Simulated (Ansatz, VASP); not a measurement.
## Two plane-wave programs on LaB6

```
La B
1.0
     4.15250    0.00000    0.00000
     0.00000    4.15250    0.00000
     0.00000    0.00000    4.15250
La B
1 6
Cartesian
  0.0000 0.0000 0.0000
  0.8308 2.0763 2.0763
  3.3218 2.0763 2.0763
  2.0763 2.0763 0.8308
  2.0763 2.0763 3.3218
  2.0763 0.8308 2.0763
  2.0763 3.3218 2.0763
```

Alike in both runs: functional r2SCAN; k mesh 8 × 8 × 8; occupations gaussian, width 0.1 eV; no spin polarisation.

Ansatz relaxed the structure, and its values are those at the end. VASP's run is a single point on that final structure, the one shown.

```csv
,VASP,Ansatz
version,VASP 6.6.1,Ansatz 0.2.0
potentials or method,"VASP PAW PBE potentials, release 64 (La, B), cutoff 520 eV","scalar-relativistic, plane waves, PAW"
valence electrons in the cell,29,29
```

VASP gave:

- gap on the k mesh at the Fermi level (eV): none
- pressure (GPa): 0.0
- rms of the force components (eV/Å): 0.014

Question: Which values does Ansatz return?

Answer: gap on the k mesh at the Fermi level (eV): none; pressure (GPa): 0.0; rms of the force components (eV/Å): 0.002.

VASP's potentials were made for PBE, not for r2SCAN. A gap of «none» marks a metal or a gap that the smearing closes. With one functional, cell and mesh, what is left measures potentials, basis and numerics.

Spin-orbit coupling is off throughout.
